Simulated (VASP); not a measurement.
# C (Im-3m) in VASP: further runs

Runs on C. Level: PBEsol. Tasks: single point, relaxation of cell and atoms.

Everything below comes from runs of VASP 6.6.1. Logs are shortened: lines on timing, memory, paths and dates and some standing lists are left out, and cuts for length are marked.

## 1. The cell of the first run

It takes space group Im-3m (No. 229, cubic). The conventional cell has a = 4.863 Å, b = 4.863 Å, c = 4.863 Å, α = 90.00°, β = 90.00°, γ = 90.00°. C (site symmetry 3m) has 4 C at 1.47 to 1.58 Å within 2.0 Å.

## 2. Single point, PBEsol

INCAR reads:

```
  PREC = Accurate
  ENCUT = 520
  EDIFF = 1E-6
  ISMEAR = -1
  SIGMA = 0.1
  LREAL = F
  LASPH = T
  NELM = 100
  ALGO = Normal
  ISIF = 2
  LWAVE = F
  LCHARG = T
  GGA = PS
  LELF = T
  LVHAR = T
  NBANDS = 26
```

KPOINTS reads:

```
regular mesh
0
Gamma
  8 8 8
```

POSCAR reads:

```
C
1.0
   -2.4314085409      2.4314085409      2.4314085409
    2.4314085409     -2.4314085409      2.4314085409
    2.4314085409      2.4314085409     -2.4314085409
C
8
Direct
    0.3252073586      0.0000000000      0.0000000000
    0.6747926414      0.6747926414      0.6747926414
    0.0000000000      0.3252073586      0.0000000000
    0.0000000000      0.0000000000      0.3252073586
    0.0000000000      0.6747926414      0.0000000000
    0.3252073586      0.3252073586      0.3252073586
    0.6747926414      0.0000000000      0.0000000000
    0.0000000000      0.0000000000      0.6747926414
```

Potentials or basis: VASP PAW PBE potentials, release 64 (C).

Started as:

```bash
$ cat potpaw_PBE.64/C/POTCAR > POTCAR
$ mpirun -np 1 vasp_std > vasp.out
```

OUTCAR:

```text
PREC = Accurate
   ENCUT = 520
   EDIFF = 1E-6
   ISMEAR = -1
   LREAL = F
   LASPH = T
   NELM = 100
   ISIF = 2
   GGA = PS

 ion  position               nearest neighbor table
   1  0.325  0.000  0.000-   7 1.47   6 1.58   5 1.58   8 1.58
   2  0.675  0.675  0.675-   6 1.47   5 1.58   7 1.58   8 1.58
   3  0.000  0.325  0.000-   5 1.47   6 1.58   7 1.58   8 1.58
   4  0.000  0.000  0.325-   8 1.47   6 1.58   7 1.58   5 1.58
   5  0.000  0.675  0.000-   3 1.47   2 1.58   1 1.58   4 1.58
   6  0.325  0.325  0.325-   2 1.47   1 1.58   3 1.58   4 1.58
   7  0.675  0.000  0.000-   1 1.47   2 1.58   3 1.58   4 1.58
   8  0.000  0.000  0.675-   4 1.47   2 1.58   3 1.58   1 1.58

  LATTYP: Found a body centered cubic cell.
 ALAT       =     4.8628170818

  Lattice vectors:

 A1 = (  -2.4314085409,   2.4314085409,   2.4314085409)
 A2 = (   2.4314085409,  -2.4314085409,   2.4314085409)
 A3 = (   2.4314085409,   2.4314085409,  -2.4314085409)

Analysis of symmetry for initial positions (statically):
=====================================================================
 Subroutine PRICEL returns:
 Original cell was already a primitive cell.

 Routine SETGRP: Setting up the symmetry group for a
 body centered cubic supercell.

 Subroutine GETGRP returns: Found 48 space group operations
 (whereof 48 operations were pure point group operations)
 out of a pool of 48 trial point group operations.

The static configuration has the point symmetry O_h .

Analysis of symmetry for dynamics (positions and initial velocities):
=====================================================================
 Subroutine PRICEL returns:
 Original cell was already a primitive cell.

 Routine SETGRP: Setting up the symmetry group for a
 body centered cubic supercell.

 Subroutine GETGRP returns: Found 48 space group operations
 (whereof 48 operations were pure point group operations)
 out of a pool of 48 trial point group operations.

The dynamic configuration has the point symmetry O_h .

 Subroutine INISYM returns: Found 48 space group operations
 (whereof 48 operations are pure point group operations),
 and found     1 'primitive' translations

----------------------------------------------------------------------------------------

                                     Primitive cell

  volume of cell :      57.4955

  direct lattice vectors                    reciprocal lattice vectors
    -2.431408541  2.431408541  2.431408541     0.000000000  0.205642117  0.205642117
     2.431408541 -2.431408541  2.431408541     0.205642117  0.000000000  0.205642117
     2.431408541  2.431408541 -2.431408541     0.205642117  0.205642117  0.000000000

  length of vectors
     4.211323127  4.211323127  4.211323127     0.290821871  0.290821871  0.290821871

  position of ions in fractional coordinates (direct lattice)
     0.325207359  0.000000000  0.000000000
     0.674792641  0.674792641  0.674792641
     0.000000000  0.325207359  0.000000000
     0.000000000  0.000000000  0.325207359
     0.000000000  0.674792641  0.000000000
     0.325207359  0.325207359  0.325207359
     0.674792641  0.000000000  0.000000000
     0.000000000  0.000000000  0.674792641

  ion indices of the primitive-cell ions
   primitive index   ion index
                 1           1
                 2           2
                 3           3
                 4           4
                 5           5
                 6           6
                 7           7
                 8           8

----------------------------------------------------------------------------------------

 KPOINTS: regular mesh

Automatic generation of k-mesh.
 Grid dimensions read from file:
 generate k-points for:    8    8    8

 Generating k-lattice:

  Cartesian coordinates                     Fractional coordinates (reciprocal lattice)
     0.000000000  0.025705265  0.025705265     0.125000000  0.000000000  0.000000000
     0.025705265  0.000000000  0.025705265     0.000000000  0.125000000  0.000000000
     0.025705265  0.025705265  0.000000000     0.000000000  0.000000000  0.125000000

  Length of vectors
     0.036352734  0.036352734  0.036352734

  Shift w.r.t. Gamma in fractional coordinates (k-lattice)
     0.000000000  0.000000000  0.000000000

 Subroutine IBZKPT returns following result:
 ===========================================

 Found     29 irreducible k-points:

 Following reciprocal coordinates:
            Coordinates               Weight
  0.000000  0.000000  0.000000      1.000000
  0.125000  0.000000  0.000000     12.000000
  0.250000  0.000000  0.000000     12.000000
  0.375000  0.000000  0.000000     12.000000
  0.500000  0.000000  0.000000      6.000000
  0.125000  0.125000  0.000000     24.000000
[... 16 lines left out ...]
 -0.250000  0.250000  0.250000      6.000000
 -0.375000  0.375000  0.250000     24.000000
 [... further k-points ...]
   k-points           NKPTS =     29   k-points in BZ     NKDIM =     29   number of bands    NBANDS=     26
   number of dos      NEDOS =    301   number of ions     NIONS =      8
   total plane-waves  NPLWV =  32768
   dimension x,y,z NGX =    32 NGY =   32 NGZ =   32
   dimension x,y,z NGXF=    64 NGYF=   64 NGZF=   64
   ions per type =               8
   NGX,Y,Z   is equivalent  to a cutoff of  12.63, 12.63, 12.63 a.u.
   NGXF,Y,Z  is equivalent  to a cutoff of  25.26, 25.26, 25.26 a.u.
 SYSTEM =  unknown system
   PREC   = accura    normal or accurate (medium, high low for compatibility)
   ISTART =      0    job   : 0-new  1-cont  2-samecut
   ICHARG =      2    charge: 1-file 2-atom 10-const
   ISPIN  =      1    spin polarized calculation?
   LNONCOLLINEAR =      F non collinear calculations
   LSORBIT =      F    spin-orbit coupling
   LASPH  =      T    aspherical Exc in radial PAW
   ENCUT  =  520.0 eV  38.22 Ry    6.18 a.u.   7.83  7.83  7.83*2*pi/ulx,y,z
   NELM   =    100;   NELMIN=  2; NELMDL= -5     # of ELM steps
   EDIFF  = 0.1E-05   stopping-criterion for ELM
   LREAL  =      F    real-space projection
   EDIFFG = 0.1E-04   stopping-criterion for IOM
   NSW    =      0    number of steps for IOM
   IBRION =     -1    ionic relax: 0-MD 1-quasi-New 2-CG
   NFREE  =      0    steps in history (QN), initial steepest desc. (CG)
   ISIF   =      2    stress and relaxation
   ISYM   =      2    0-nonsym 1-usesym 2-fastsym
   POTIM  = 0.5000    time-step for ionic-motion
   TEBEG  =    0.0;   TEEND  =   0.0 temperature during run
   PSTRESS=    0.0 pullay stress
   NELECT =      32.0000    total number of electrons
   NUPDOWN=      -1.0000    fix difference up-down
   EMIN   =  10.00;   EMAX   =-10.00  energy-range for DOS
   EFERMI =   0.00;   METHOD = LEGACY
   ISMEAR =    -1;   SIGMA  =   0.10  broadening in eV -4-tet -1-fermi 0-gaus
   EFERMI_NEDOS =   21; number of points for ismear=-14 and -15
   IALGO  =     38    algorithm
   IMIX   =      4    mixing-type and parameters
     AMIX     =   0.40;   BMIX     =  1.00
     AMIX_MAG =   1.60;   BMIX_MAG =  1.00
  volume/ion in A,a.u.               =       7.19        48.50
  Fermi-wavevector in a.u.,A,eV,Ry     =   1.346626  2.544754 24.672814  1.813401
  Thomas-Fermi vector in A             =   2.474442
   LORBIT       =      0    0 simple, 1 ext, 2 COOP (PROOUT), +10 PAW based schemes
   GGA     = PS    functional components
   LHFCALC =     F    Hartree Fock is set to
   AEXX    =    0.0000 exact exchange contribution
   IVDW    =     0    specifies the selected vdW correction
   LEPSILON=     F    determine dielectric tensor
   LRPA    =     F    only Hartree local field effects (RPA)
 non-spin polarized calculation
  energy-cutoff  :      520.00
  volume of cell :       57.50
 maximum number of plane-waves:      1568
   NGX = 15   NGY = 15   NGZ = 15

 number of electron      32.0000001 magnetization

 Free energy of the ion-electron system (eV)
  ---------------------------------------------------
  ext. energy  EPLUGINS =         0.00000000
  ---------------------------------------------------
  free energy    TOTEN  =       -71.56859042 eV

  energy without entropy =      -71.56859036  energy(sigma->0) =      -71.56859039

 E-fermi :   7.9780     XC(G=0): -11.7090

 val. band max:        6.5797847700   @ k =   0.5000   0.5000   0.5000
 cond. band min:       9.5886446151   @ k =   0.1250   0.1250   0.1250
 fundamental gap:      3.0088598450
 Fermi energy:         7.9779995172

 k-point     1 :       0.0000    0.0000    0.0000
  band No.  band energies     occupation
      1     -14.3024      2.00000
      2      -6.1811      2.00000
      3      -6.1811      2.00000
      4      -6.1811      2.00000
      5      -5.2075      2.00000
      6      -5.2075      2.00000
[... 18 lines left out ...]
     25      17.8963      0.00000
     26      17.8963      0.00000

 k-point     2 :       0.1250    0.0000    0.0000
  band No.  band energies     occupation
      1     -14.2055      2.00000
      2      -7.2016      2.00000
      3      -6.7291      2.00000
      4      -6.1474      2.00000
      5      -5.3004      2.00000
      6      -5.1292      2.00000
[... 18 lines left out ...]
     25      17.7267      0.00000
     26      17.8554      0.00000

 k-point     3 :       0.2500    0.0000    0.0000
  band No.  band energies     occupation
      1     -13.9404      2.00000
      2      -8.4540      2.00000
      3      -7.3507      2.00000
      4      -6.0640      2.00000
      5      -5.5044      2.00000
      6      -5.2079      2.00000
[... 572 lines left out ...]
 k-point    23 :      -0.2500    0.2500    0.2500
  band No.  band energies     occupation
      1     -13.5974      2.00000
      2      -8.3142      2.00000
      3      -8.2238      2.00000
      4      -8.2238      2.00000
      5      -4.2180      2.00000
      6      -2.8821      2.00000
[... 18 lines left out ...]
     25      16.7237      0.00000
     26      16.9861      0.00000

 k-point    24 :      -0.3750    0.3750    0.2500
  band No.  band energies     occupation
      1     -13.2875      2.00000
      2      -9.1629      2.00000
      3      -8.5828      2.00000
      4      -8.1276      2.00000
      5      -4.0493      2.00000
      6      -2.6751      2.00000
[... 18 lines left out ...]
     25      16.6617      0.00000
     26      17.5639      0.00000

 [... further k-points ...]
[... 5 lines left out ...]
  --------------------------------------------------------------------------------------
  -------------------------------------------------------------------------------------
  Total       -0.4496309     -0.4496309     -0.4496309      0.0000000      0.0000000     -0.0000000
  in kB      -12.5294776    -12.5294776    -12.5294776      0.0000000      0.0000000     -0.0000000
  external PRESSURE =     -12.5294776 kB  Pullay stress =       0.0000000 kB

 VOLUME and BASIS-vectors are now :
 -----------------------------------------------------------------------------
  energy-cutoff  :      520.00
  volume of cell :       57.50
      direct lattice vectors                 reciprocal lattice vectors
    -2.431408541  2.431408541  2.431408541     0.000000000  0.205642117  0.205642117
     2.431408541 -2.431408541  2.431408541     0.205642117  0.000000000  0.205642117
     2.431408541  2.431408541 -2.431408541     0.205642117  0.205642117  0.000000000

 POSITION                                       TOTAL-FORCE (eV/Angst)
 -----------------------------------------------------------------------------------
     -0.79071      0.79071      0.79071        -0.020308      0.020308      0.020308
      1.64070      1.64070      1.64070        -0.020308     -0.020308     -0.020308
      0.79071     -0.79071      0.79071         0.020308     -0.020308      0.020308
      0.79071      0.79071     -0.79071         0.020308      0.020308     -0.020308
      1.64070     -1.64070      1.64070        -0.020308      0.020308     -0.020308
      0.79071      0.79071      0.79071         0.020308      0.020308      0.020308
     -1.64070      1.64070      1.64070         0.020308     -0.020308     -0.020308
      1.64070      1.64070     -1.64070        -0.020308     -0.020308      0.020308
 -----------------------------------------------------------------------------------
    total drift:                                0.000000      0.000000     -0.000000

  FREE ENERGIE OF THE ION-ELECTRON SYSTEM (eV)
  ---------------------------------------------------
  free  energy   TOTEN  =       -71.5685904169 eV

  energy  without entropy=      -71.5685903643  energy(sigma->0) =      -71.56859039
```

It took 28 s on 1 thread of Intel Xeon Platinum 8259CL at 2.50GHz (Skylake/Cascade Lake), shared host; peak memory 0.18 GiB.

What came out:

```
Free energy            : -71.5686 eV
Pressure               : -1.3 GPa
Largest force          : 0.035 eV/Å
Band gap on the k mesh : 3.01 eV, indirect (least direct gap 3.72 eV)
```

Forces on the atoms (eV/Å):
```
C   -0.020  0.020  0.020
C   -0.020 -0.020 -0.020
C    0.020 -0.020  0.020
C    0.020  0.020 -0.020
C   -0.020  0.020 -0.020
C    0.020  0.020  0.020
C    0.020 -0.020 -0.020
C   -0.020 -0.020  0.020
```

Caveat: the PAW data sets were made with another functional, which shifts forces and pressure a little. A k mesh can miss the band edges.

## 3. Relaxation of cell and atoms, PBEsol, target pressure -2 GPa, at which the enthalpy is minimised

This run uses another cell than the first one, of 7.10 Å³/atom, 0.988 times its volume.

INCAR reads:

```
PREC = Accurate ; ENCUT = 600
EDIFF = 1E-6 ; ISMEAR = -1
SIGMA = 0.1 ; LREAL = False
LASPH = True ; NELM = 80
ALGO = Normal ; ISIF = 3
LWAVE = False ; LCHARG = False
GGA = PS ; IBRION = 2
NSW = 80 ; EDIFFG = -0.01
PSTRESS = -20.0
```

KPOINTS reads:

```
Automatic mesh
0
Gamma
  8 8 8
```

POSCAR reads:

```
C
1.0
   -2.4217198500      2.4217198500      2.4217198500
    2.4217198500     -2.4217198500      2.4217198500
    2.4217198500      2.4217198500     -2.4217198500
C
8
Direct
    0.3253069600      0.0000000000      0.0000000000
    0.6746930400      0.6746930400      0.6746930400
    0.0000000000      0.3253069600      0.0000000000
    0.0000000000      0.0000000000      0.3253069600
    0.0000000000      0.6746930400      0.0000000000
    0.3253069600      0.3253069600      0.3253069600
    0.6746930400      0.0000000000      0.0000000000
    0.0000000000      0.0000000000      0.6746930400
```

Potentials or basis: VASP PAW PBE potentials, release 64 (C).

Started as:

```bash
$ cat potpaw_PBE.64/C/POTCAR > POTCAR
$ mpirun -np 1 vasp_std > vasp.out
```

Wall time 1.7 min (1 thread of Intel Xeon Platinum 8259CL at 2.50GHz (Skylake/Cascade Lake), shared host); peak memory 0.2 GiB.

The run converged. Its results:

```
Free energy                                            : -71.5784 eV
Relaxed volume                                         : 7.19 Å³/atom
Relaxed cell                                           : a = 4.213 Å, b = 4.213 Å, c = 4.213 Å, α = 109.47°, β = 109.47°, γ = 109.47°
Space group after relaxing (to 0.05 Å)                 : Im-3m (No. 229)
Energy change on relaxing (the enthalpy is what falls) : -0.0 meV/atom
Ionic steps                                            : 5
Pressure after relaxing                                : -2.0 GPa
Band gap on the k mesh                                 : 3.00 eV, indirect (least direct gap 3.73 eV)
```

Step by step:
```tsv
step	energy change (eV)	largest force (eV/Å)	pressure (GPa)	volume (Å³)
1	0.0000	0.0564	2.23	56.81
2	0.0255	0.3197	-6.68	58.37
3	-0.0006	0.1132	-1.76	57.48
4	0.0056	0.2650	-2.60	57.73
5	-0.0004	0.0013	-2.01	57.56
```

Final structure:
```
CELL_PARAMETERS angstrom
-2.43226 2.43226 2.43226
2.43226 -2.43226 2.43226
2.43226 2.43226 -2.43226
ATOMIC_POSITIONS crystal
C 0.32527 0.00000 0.00000
C 0.67473 0.67473 0.67473
C 0.00000 0.32527 0.00000
C 0.00000 0.00000 0.32527
C 0.00000 0.67473 0.00000
C 0.32527 0.32527 0.32527
C 0.67473 0.00000 0.00000
C 0.00000 0.00000 0.67473
```

Levels at points of the mesh, in eV from the valence-band top:
```tsv
k point	band 14	band 15	band 16	band 17	band 18	band 19
(0.00, 0.00, 0.00)	-0.32	-0.32	-0.32	4.00	4.00	4.00
(0.50, 0.00, 0.00)	-3.02	-2.30	-2.11	3.88	5.40	5.85
(0.50, 0.50, 0.50)	0.00	0.00	0.00	3.73	5.82	5.82
```

Caveat: the cell is relaxed towards a set pressure, so the enthalpy falls and the energy may rise; the PAW data sets were made with another functional, which shifts forces and pressure a little. A k mesh can miss the band edges.
